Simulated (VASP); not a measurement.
Co, 5 atoms in the cell. The cell holds a slab with vacuum, 5 atoms: a = 2.456 Å, b = 2.456 Å, c = 22.939 Å, α = 90.00°, β = 90.00°, γ = 120.00°. 

| Property | Result |
| --- | --- |
| Program | VASP 6.6.1 |
| Task | single point |
| Functional | PBEsol |
| Potentials or basis | VASP PAW PBE potentials, release 64 (Co) |
| Cutoff | 520 eV |
| k mesh | 15 × 15 × 1 |
| Occupations | gaussian, width 0.1 eV |
| Spin | collinear spin, ferromagnetic start |
| Starting moments | [1.8, 1.8, 1.8, 1.8, 1.8] μB |
| Dipole correction | yes |
| Further INCAR settings | ALGO = Normal; EDIFF = 1e-06; NBANDS = 34 |

Potentials or basis: VASP PAW PBE potentials, release 64 (Co).

Command:

```sh
$ cat potpaw_PBE.64/Co/POTCAR > POTCAR
$ mpirun -np 1 vasp_std > vasp.out
```

Hardware: 1 thread of Oxide Virtual Turin-like Processor (shared host).

Question: Estimate the wall time of this run.

Answer: Wall time 9.9 min on 1 thread of Oxide Virtual Turin-like Processor, with other jobs on the host, peak memory 0.33 GiB. Counts: scf iterations 38, k points 27.
